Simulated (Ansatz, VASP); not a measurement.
**Mo3H in VASP and in Ansatz**

```
CELL_PARAMETERS angstrom
-1.59016 1.59016 5.23213
1.59016 -1.59016 5.23213
1.59016 1.59016 -5.23213
ATOMIC_POSITIONS crystal
H 0.50000 0.50000 0.00000
Mo 0.68500 0.68500 0.00000
Mo 0.31500 0.31500 0.00000
Mo 0.00000 0.00000 0.00000
```

Alike in both runs: task relaxation of cell and atoms; functional PBE; k mesh 8 × 8 × 8; occupations gaussian, width 0.2 eV; no spin polarisation.

```csv
,VASP,Ansatz
version,VASP 6.6.1,Ansatz 0.2.0
potentials or method,"VASP PAW PBE potentials, release 64 (H, Mo_sv), cutoff 600 eV","scalar-relativistic, plane waves, PAW"
valence electrons in the cell,43,43
```

|  | VASP | Ansatz | Ansatz less VASP |
| --- | --- | --- | --- |
| gap on the k mesh at the Fermi level, each at its own relaxed structure (eV) | none | none | - |
| relaxed volume (Å³/atom) | 12.55 | 12.56 | +0.007 |
| relaxed length of the cell vector where the two differ most in proportion (Å) | 5.583 | 5.590 | +0.0077 |

A gap of «none» marks a metal or a gap that the smearing closes.
